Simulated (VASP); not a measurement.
# Tl in VASP: single point with PBE+D3(BJ)

Aim: the single point of Tl with PBE+D3(BJ).

Everything below comes from runs of VASP 6.6.1. Logs are shortened: lines on timing, memory, paths and dates and some standing lists are left out, and cuts for length are marked.

## 1. The cell of the first run

The typed cell holds 1 atom: a = 3.391 Å, b = 3.391 Å, c = 3.915 Å, α = 54.73°, β = 54.73°, γ = 70.53°.

This isn't the form of Tl at room conditions, which is hcp.

## 2. Single point, PBE+D3(BJ)

INCAR

```
PREC = Accurate
ENCUT = 520
EDIFF = 1E-6
ISMEAR = 0
SIGMA = 0.15
LREAL = False
LASPH = True
NELM = 100
ALGO = Fast
ISIF = 2
LWAVE = False
LCHARG = False
GGA = PE
IVDW = 12
NBANDS = 12
```

KPOINTS

```
Automatic mesh
0
Gamma
  18 18 18
```

POSCAR

```
Tl
1.0
    0.0000000000      2.7685137983      1.9573392554
    2.7685137983      0.0000000000      1.9573392554
    2.7685137983      2.7685137983      0.0000000000
Tl
1
Direct
    0.0000000000      0.0000000000      0.0000000000
```

Potentials or basis: VASP PAW PBE potentials, release 64 (Tl_d).

The run is started by

```console
> cat potpaw_PBE.64/Tl_d/POTCAR > POTCAR
> mpirun -np 1 vasp_std > vasp.out
```

OUTCAR:

```text
PREC = Accurate
   ENCUT = 520
   EDIFF = 1E-6
   ISMEAR = 0
   LREAL = False
   LASPH = True
   NELM = 100
   ISIF = 2
   GGA = PE
   IVDW = 12
 IVDW          = 12

 ion  position               nearest neighbor table
   1  0.000  0.000  0.000-

  LATTYP: Found a body centered tetragonal cell.
 ALAT       =     3.9152697612
 C/A-ratio  =     0.9998489886

  Lattice vectors:

 A1 = (   0.0000000000,  -2.7685137983,  -1.9573392554)
 A2 = (   0.0000000000,   2.7685137983,  -1.9573392554)
 A3 = (   2.7685137983,   0.0000000000,   1.9573392554)

Analysis of symmetry for initial positions (statically):
=====================================================================
 Subroutine PRICEL returns:
 Original cell was already a primitive cell.

 Routine SETGRP: Setting up the symmetry group for a
 body centered tetragonal supercell.

 Subroutine GETGRP returns: Found 16 space group operations
 (whereof 16 operations were pure point group operations)
 out of a pool of 16 trial point group operations.

The static configuration has the point symmetry D_4h.

Analysis of symmetry for dynamics (positions and initial velocities):
=====================================================================
 Subroutine PRICEL returns:
 Original cell was already a primitive cell.

 Routine SETGRP: Setting up the symmetry group for a
 body centered tetragonal supercell.

 Subroutine GETGRP returns: Found 16 space group operations
 (whereof 16 operations were pure point group operations)
 out of a pool of 16 trial point group operations.

The dynamic configuration has the point symmetry D_4h.

 Subroutine INISYM returns: Found 16 space group operations
 (whereof 16 operations are pure point group operations),
 and found     1 'primitive' translations

----------------------------------------------------------------------------------------

                                     Primitive cell

  volume of cell :      30.0047

  direct lattice vectors                    reciprocal lattice vectors
     0.000000000  2.768513798  1.957339255    -0.180602315  0.180602315  0.255448818
     2.768513798  0.000000000  1.957339255     0.180602315 -0.180602315  0.255448818
     2.768513798  2.768513798  0.000000000     0.180602315  0.180602315 -0.255448818

  length of vectors
     3.390552405  3.390552405  3.915269761     0.361231907  0.361231907  0.361231907

  position of ions in fractional coordinates (direct lattice)
     0.000000000  0.000000000  0.000000000

  ion indices of the primitive-cell ions
   primitive index   ion index
                 1           1

----------------------------------------------------------------------------------------

 KPOINTS: Automatic mesh

Automatic generation of k-mesh.
 Grid dimensions read from file:
 generate k-points for:   18   18   18

 Generating k-lattice:

  Cartesian coordinates                     Fractional coordinates (reciprocal lattice)
    -0.010033462  0.010033462  0.014191601     0.055555556 -0.000000000  0.000000000
     0.010033462 -0.010033462  0.014191601    -0.000000000  0.055555556  0.000000000
     0.010033462  0.010033462 -0.014191601     0.000000000  0.000000000  0.055555556

  Length of vectors
     0.020068439  0.020068439  0.020068439

  Shift w.r.t. Gamma in fractional coordinates (k-lattice)
     0.000000000  0.000000000  0.000000000

 Subroutine IBZKPT returns following result:
 ===========================================

 Found    480 irreducible k-points:

 Following reciprocal coordinates:
            Coordinates               Weight
  0.000000  0.000000  0.000000      1.000000
  0.055556  0.000000  0.000000      8.000000
  0.111111  0.000000  0.000000      8.000000
  0.166667  0.000000  0.000000      8.000000
  0.222222  0.000000  0.000000      8.000000
  0.277778  0.000000  0.000000      8.000000
[... 16 lines left out ...]
 -0.277778  0.055556  0.000000      8.000000
 -0.222222  0.055556  0.000000      8.000000
 [... further k-points ...]
   k-points           NKPTS =    480   k-points in BZ     NKDIM =    480   number of bands    NBANDS=     12
   number of dos      NEDOS =    301   number of ions     NIONS =      1
   total plane-waves  NPLWV =  23520
   dimension x,y,z NGX =    28 NGY =   28 NGZ =   30
   dimension x,y,z NGXF=    56 NGYF=   56 NGZF=   60
   ions per type =               1
   NGX,Y,Z   is equivalent  to a cutoff of  13.73, 13.73, 12.74 a.u.
   NGXF,Y,Z  is equivalent  to a cutoff of  27.46, 27.46, 25.48 a.u.
 SYSTEM =  unknown system
   PREC   = accura    normal or accurate (medium, high low for compatibility)
   ISTART =      0    job   : 0-new  1-cont  2-samecut
   ICHARG =      2    charge: 1-file 2-atom 10-const
   ISPIN  =      1    spin polarized calculation?
   LNONCOLLINEAR =      F non collinear calculations
   LSORBIT =      F    spin-orbit coupling
   LASPH  =      T    aspherical Exc in radial PAW
   ENCUT  =  520.0 eV  38.22 Ry    6.18 a.u.   6.30  6.30  7.28*2*pi/ulx,y,z
   NELM   =    100;   NELMIN=  2; NELMDL= -5     # of ELM steps
   EDIFF  = 0.1E-05   stopping-criterion for ELM
   LREAL  =      F    real-space projection
   EDIFFG = 0.1E-04   stopping-criterion for IOM
   NSW    =      0    number of steps for IOM
   IBRION =     -1    ionic relax: 0-MD 1-quasi-New 2-CG
   NFREE  =      0    steps in history (QN), initial steepest desc. (CG)
   ISIF   =      2    stress and relaxation
   ISYM   =      2    0-nonsym 1-usesym 2-fastsym
   POTIM  = 0.5000    time-step for ionic-motion
   TEBEG  =    0.0;   TEEND  =   0.0 temperature during run
   PSTRESS=    0.0 pullay stress
   NELECT =      13.0000    total number of electrons
   NUPDOWN=      -1.0000    fix difference up-down
   EMIN   =  10.00;   EMAX   =-10.00  energy-range for DOS
   EFERMI =   0.00;   METHOD = LEGACY
   ISMEAR =     0;   SIGMA  =   0.15  broadening in eV -4-tet -1-fermi 0-gaus
   EFERMI_NEDOS =   21; number of points for ismear=-14 and -15
   IALGO  =     68    algorithm
   IMIX   =      4    mixing-type and parameters
     AMIX     =   0.40;   BMIX     =  1.00
     AMIX_MAG =   1.60;   BMIX_MAG =  1.00
  volume/ion in A,a.u.               =      30.00       202.48
  Fermi-wavevector in a.u.,A,eV,Ry     =   1.238776  2.340947 20.879038  1.534566
  Thomas-Fermi vector in A             =   2.373287
   LORBIT       =      0    0 simple, 1 ext, 2 COOP (PROOUT), +10 PAW based schemes
   GGA     = PE    functional components
   LHFCALC =     F    Hartree Fock is set to
   AEXX    =    0.0000 exact exchange contribution
   IVDW    =    12    specifies the selected vdW correction
   LEPSILON=     F    determine dielectric tensor
   LRPA    =     F    only Hartree local field effects (RPA)
 non-spin polarized calculation
 RMM-DIIS sequential band-by-band and
 Gauss-broadening in eV      SIGMA  =   0.15
  energy-cutoff  :      520.00
  volume of cell :       30.00
 maximum number of plane-waves:       821
 NGX is ok and might be reduce to    28
   NGX = 13   NGY = 13   NGZ = 15

 number of electron      13.0000002 magnetization

 Free energy of the ion-electron system (eV)
  ---------------------------------------------------
  ext. energy  EPLUGINS =         0.00000000
  ---------------------------------------------------
  free energy    TOTEN  =        -2.21911392 eV

  energy without entropy =       -2.21487936  energy(sigma->0) =       -2.21699664

 E-fermi :   6.1080     XC(G=0):  -9.9546

 val. band max:        6.0803031670   @ k =   0.5000   0.3333   0.0000
 cond. band min:       6.1665301522   @ k =   0.3889  -0.0000   0.3333
 fundamental gap:      0.0862269852
 Fermi energy:         6.1080125954

 k-point     1 :       0.0000    0.0000    0.0000
  band No.  band energies     occupation
      1      -5.5309      2.00000
      2      -5.5307      2.00000
      3      -5.5307      2.00000
      4      -5.1468      2.00000
      5      -5.1466      2.00000
      6      -3.6411      2.00000
      7      16.4167      0.00000
      8      16.4167      0.00000
      9      16.4179      0.00000
     10      18.3104      0.00000
     11      18.3104      0.00000
     12      18.3122      0.00000

 k-point     2 :       0.0556    0.0000    0.0000
  band No.  band energies     occupation
      1      -5.5358      2.00000
      2      -5.5267      2.00000
      3      -5.5131      2.00000
      4      -5.1521      2.00000
      5      -5.1468      2.00000
      6      -3.5743      2.00000
      7      15.6512      0.00000
      8      16.1610      0.00000
      9      16.2796      0.00000
     10      17.9814      0.00000
     11      18.2370      0.00000
     12      18.2673      0.00000

 k-point     3 :       0.1111    0.0000    0.0000
  band No.  band energies     occupation
      1      -5.5500      2.00000
      2      -5.5182      2.00000
      3      -5.4615      2.00000
      4      -5.1668      2.00000
      5      -5.1471      2.00000
      6      -3.3713      2.00000
      7      14.0093      0.00000
      8      15.5286      0.00000
      9      15.8736      0.00000
     10      17.4764      0.00000
     11      18.0535      0.00000
     12      18.3110      0.00000
[... 286 lines left out ...]
 k-point    23 :      -0.2778    0.0556    0.0000
  band No.  band energies     occupation
      1      -5.6073      2.00000
      2      -5.5345      2.00000
      3      -5.2205      2.00000
      4      -5.1729      2.00000
      5      -5.1515      2.00000
      6      -1.8504      2.00000
      7       8.6066      0.00000
      8      12.9328      0.00000
      9      13.7793      0.00000
     10      16.7104      0.00000
     11      17.7365      0.00000
     12      18.6938      0.00000

 k-point    24 :      -0.2222    0.0556    0.0000
  band No.  band energies     occupation
      1      -5.5799      2.00000
      2      -5.5101      2.00000
      3      -5.2836      2.00000
      4      -5.2182      2.00000
      5      -5.1485      2.00000
      6      -2.4746      2.00000
      7      10.3537      0.00000
      8      13.6522      0.00000
      9      14.2906      0.00000
     10      16.9294      0.00000
     11      17.9359      0.00000
     12      18.2812      0.00000

 [... further k-points ...]

------------------------ aborting loop because EDIFF is reached ----------------------------------------

 Edisp (eV)   -0.32561

 E8    (eV) :    -0.1700

  FORCE on cell =-STRESS in cart. coord.  units (eV):
  Direction    XX          YY          ZZ          XY          YZ          ZX
  --------------------------------------------------------------------------------------
  -------------------------------------------------------------------------------------
  Total      -0.10012    -0.10012    -0.09987     0.00000    -0.00000     0.00000
  in kB      -5.34615    -5.34615    -5.33256     0.00000    -0.00000     0.00000
  external pressure =       -5.34 kB  Pullay stress =        0.00 kB

 VOLUME and BASIS-vectors are now :
 -----------------------------------------------------------------------------
  energy-cutoff  :      520.00
  volume of cell :       30.00
      direct lattice vectors                 reciprocal lattice vectors
     0.000000000  2.768513798  1.957339255    -0.180602315  0.180602315  0.255448818
     2.768513798  0.000000000  1.957339255     0.180602315 -0.180602315  0.255448818
     2.768513798  2.768513798  0.000000000     0.180602315  0.180602315 -0.255448818

 POSITION                                       TOTAL-FORCE (eV/Angst)
 -----------------------------------------------------------------------------------
      0.00000      0.00000      0.00000         0.000000      0.000000      0.000000
 -----------------------------------------------------------------------------------
    total drift:                               -0.000000     -0.000000     -0.000000

  FREE ENERGIE OF THE ION-ELECTRON SYSTEM (eV)
  ---------------------------------------------------
  free  energy   TOTEN  =        -2.5447266334 eV

  energy  without entropy=       -2.5404920684  energy(sigma->0) =       -2.54260935
```

Run time: 4.3 min. Hardware: 1 thread of Intel Xeon 8259CL, shared host; peak memory 0.3 GiB.

Results:

```yaml
Free_energy: -2.5447 eV
Pressure: -0.5 GPa
Band_gap_on_the_k_mesh: zero (an odd number of electrons rules out a gap without spin polarisation)
Dispersion_energy_per_atom: -0.326 eV
```

Levels at points of the mesh, in eV from the Fermi level:
```csv
k point,band 2,band 3,band 4,band 5,band 6,band 7,band 8,band 9,band 10,band 11
"(0.00, 0.00, 0.00)",-11.64,-11.64,-11.25,-11.25,-9.75,10.31,10.31,10.31,12.20,12.20
"(0.50, 0.00, 0.00)",-11.76,-11.28,-11.25,-11.00,-5.07,-2.57,5.61,6.98,9.72,10.95
"(0.50, 0.50, 0.00)",-11.82,-11.06,-11.06,-11.06,-1.88,1.42,1.42,1.42,6.34,6.34
"(0.50, 0.00, 0.50)",-11.76,-11.28,-11.25,-11.00,-5.07,-2.57,5.61,6.98,9.72,10.95
```

Caveat: spin-orbit coupling is left out, which moves the levels of the heavy elements.
